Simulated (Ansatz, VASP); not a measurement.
**Two plane-wave programs on SiC**

The input POSCAR:

```
SiC
1.0
    3.0798863787      0.0000000000      0.0000000000
   -1.5399431894      2.6672598448      0.0000000000
    0.0000000000      0.0000000000      5.0555449938
Si C
2 2
Direct
    0.3333333333      0.6666666667      0.4995947347
    0.6666666667      0.3333333333      0.9995947347
    0.3333333333      0.6666666667      0.8754052653
    0.6666666667      0.3333333333      0.3754052653
```

File INCAR.step1:

```
PREC = Accurate ; ENCUT = 520
ISMEAR = 0 ; SIGMA = 0.02
LREAL = F ; LASPH = T
NELM = 80 ; NBANDS = 16
GGA = PE ; ALGO = Normal
EDIFF = 1E-4 ; LWAVE = T
LCHARG = F
```

INCAR.step2

```
PREC = Accurate ; ENCUT = 520
EDIFF = 1E-7 ; ISMEAR = 0
SIGMA = 0.02 ; LREAL = F
LASPH = T ; NELM = 80
ALGO = Normal ; ISIF = 2
LWAVE = F ; LCHARG = F
METAGGA = R2SCAN ; LMIXTAU = T
NBANDS = 16 ; ISTART = 1
```

KPOINTS

```
Automatic mesh
0
Gamma
  12 12 6
```

Input for Ansatz:

```yaml
crystal:
  lattice:
    - [3.0798863787, 0.0, 0.0]
    - [-1.5399431894, 2.6672598448, 0.0]
    - [0.0, 0.0, 5.0555449938]
  atoms:
    - { symbol: Si, position: [0.3333333333, 0.6666666667, 0.4995947347] }
    - { symbol: Si, position: [0.6666666667, 0.3333333333, 0.9995947347] }
    - { symbol: C, position: [0.3333333333, 0.6666666667, 0.8754052653] }
    - { symbol: C, position: [0.6666666667, 0.3333333333, 0.3754052653] }
basis:
  ecutwfc: 500
kpoints:
  mp_grid: { grid: [12, 12, 6] }
  band_path: { path: [VBM, CBM], npoints: 2 }
hamiltonian:
  xc: r2scan
scf:
  occupations: { method: gaussian, width: 0.02 }
output:
  forces: true
  stress: true
  eigenvalues: true
checkpoint:
  read: start.run
  write: ck
  compress: false
  write_wavefunctions: false
  write_every: 100000
```

Alike in both runs: task single point; functional r2SCAN; k mesh 12 × 12 × 6; occupations gaussian, width 0.02 eV; no spin polarisation.

|  | VASP | Ansatz |
| --- | --- | --- |
| version | VASP 6.6.1 | Ansatz 0.2.0 |
| potentials or method | VASP PAW PBE potentials, release 64 (Si, C), cutoff 520 eV | scalar-relativistic, plane waves, PAW |
| valence electrons in the cell | 16 | 16 |

|  | VASP | Ansatz | Ansatz less VASP |
| --- | --- | --- | --- |
| gap on the k mesh at the Fermi level (eV) | 2.67 | 2.66 | -0.007 |
| least direct gap on the mesh (eV) | 4.47 | 4.47 | -0.008 |
| pressure (GPa) | -1.2 | -1.0 | +0.18 |

VASP's potentials were made for PBE, not for r2SCAN. With one functional, cell and mesh, what is left measures potentials, basis and numerics.
